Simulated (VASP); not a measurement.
Wanted: the native input for a VASP 6.6.1 run.

* Task: single point
* Functional: HSE06
* Potentials or basis: VASP PAW PBE potentials, release 64 (Cd, S)
* Cutoff: 520 eV
* k mesh: 6 × 6 × 6
* Occupations: fermi-dirac, width 0.05 eV
* Spin: no spin polarisation
* Dipole correction: no
* Grid for exact exchange (PRECFOCK): Normal
* Further INCAR settings: ALGO = Normal; EDIFF = 1e-06; NBANDS = 16
* Share of exact exchange: 0.25
* Screening parameter: 0.2079 1/Å

CdS:

```
Cd S
1.0
     0.00000    2.71603    2.71603
     2.71603    0.00000    2.71603
     2.71603    2.71603    0.00000
Cd S
1 1
Direct
  0.00000 0.00000 0.00000
  0.50000 0.50000 0.50000
```

These files were run (other wordings do the same):

POSCAR

```
CdS
1.0
    0.0000000000      2.7160334386      2.7160334386
    2.7160334386      0.0000000000      2.7160334386
    2.7160334386      2.7160334386      0.0000000000
Cd S
1 1
Direct
    0.0000000000      0.0000000000      0.0000000000
    0.5000000000      0.5000000000      0.5000000000
```

INCAR.step1

```
SYSTEM = CdS
  PREC = Accurate
  ENCUT = 520
  EDIFF = 1E-5
  ISMEAR = -1
  SIGMA = 0.05
  LREAL = .False.
  LASPH = .True.
  NELM = 100
  ALGO = Normal
  ISIF = 2
  LWAVE = .True.
  LCHARG = .False.
  GGA = PE
  NBANDS = 16
```

INCAR.step2

```
SYSTEM = CdS
  PREC = Accurate
  ENCUT = 520
  EDIFF = 1E-6
  ISMEAR = -1
  SIGMA = 0.05
  LREAL = .False.
  LASPH = .True.
  NELM = 100
  ALGO = Normal
  ISIF = 2
  LWAVE = .False.
  LCHARG = .False.
  GGA = PE
  LHFCALC = .True.
  HFSCREEN = 0.2079
  PRECFOCK = Normal
  ISTART = 1
  NBANDS = 16
```

KPOINTS

```
regular mesh
0
Gamma
  6 6 6
  0 0 0
```

Potentials or basis: VASP PAW PBE potentials, release 64 (Cd, S).

Launch:

```console
$ cat potpaw_PBE.64/Cd/POTCAR potpaw_PBE.64/S/POTCAR > POTCAR
$ cp INCAR.step1 INCAR
$ mpirun -np 1 vasp_std > vasp.out
$ cp INCAR.step2 INCAR
$ mpirun -np 1 vasp_std > vasp.out
```

Results of the run:

```yaml
Pressure: 1.4 GPa
Band_gap_on_the_k_mesh: 1.23 eV (least direct gap 2.83 eV)
```

Caveat: the PAW data sets were made with another functional, which shifts forces and pressure a little.

It took 74 min on 1 thread of Intel Xeon 8259CL, on a shared host, peak memory 0.29 GiB.
